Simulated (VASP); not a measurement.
# Al2O3: single point with PBE

Al2O3:

```xyz
10
Lattice="2.3793 1.3737 4.3318 -2.3793 1.3737 4.3318 0.0000 -2.7474 4.3318" Properties=species:S:1:pos:R:3 pbc="T T T"
Al    0.0000    0.0000    4.5732
Al    0.0000    0.0000    1.9245
Al    0.0000    0.0000    8.4222
Al    0.0000    0.0000   11.0709
O    -0.9214    1.3737    7.5806
O    -0.7289   -1.4848    7.5806
O     1.6504    0.1111    7.5806
O     0.9214   -1.3737    5.4147
O     0.7289    1.4848    5.4147
O    -1.6504   -0.1111    5.4147
```

```json
{
 "Program": "VASP 6.6.1",
 "Task": "single point",
 "Functional": "PBE",
 "Potentials or basis": "VASP PAW PBE potentials, release 64 (Al, O)",
 "Cutoff": "520 eV",
 "k mesh": "4 × 4 × 4",
 "Occupations": "gaussian, width 0.01 eV",
 "Spin": "no spin polarisation",
 "Dipole correction": "no",
 "Further INCAR settings": "ALGO = Normal; EDIFF = 1e-06; NBANDS = 35"
}
```

| Quantity | Value |
| --- | --- |
| Pressure | 7.4 GPa |
| Largest force | 0.034 eV/Å |
| Band gap on the k mesh | 6.24 eV |

Forces on the atoms (eV/Å):
```
Al   0.000  0.000  0.034
Al   0.000  0.000 -0.034
Al   0.000  0.000 -0.034
Al   0.000  0.000  0.034
O    0.020  0.000  0.000
O   -0.010  0.018  0.000
O   -0.010 -0.018  0.000
O   -0.020  0.000  0.000
O    0.010 -0.018  0.000
O    0.010  0.018  0.000
```

Stress tensor (GPa, compression positive):
```
7.61 0.00 0.00
0.00 7.61 0.00
0.00 0.00 7.03
```

Levels at points of the mesh, in eV from the valence-band top:
| k point | band 21 | band 22 | band 23 | band 24 | band 25 | band 26 | band 27 | band 28 |
| --- | --- | --- | --- | --- | --- | --- | --- | --- |
| (0.00, 0.00, 0.00) | -0.49 | -0.03 | -0.03 | 0.00 | 6.24 | 9.15 | 10.76 | 11.53 |
| (0.50, 0.00, 0.00) | -0.90 | -0.90 | -0.27 | -0.27 | 9.49 | 9.49 | 9.66 | 9.66 |
| (0.50, 0.50, 0.00) | -1.01 | -0.90 | -0.74 | -0.25 | 9.65 | 9.73 | 9.96 | 10.43 |
| (0.50, 0.50, 0.50) | -0.37 | -0.37 | -0.37 | -0.37 | 8.69 | 8.69 | 11.12 | 11.12 |

Run time: 24 s on 1 thread of Intel(R) Xeon(R) 6975P-C (Granite Rapids), with other jobs on the host, peak memory 0.23 GiB.

Caveat: the cell stands under pressure. PBE gaps usually lie below the measured ones, often by a third to a half.
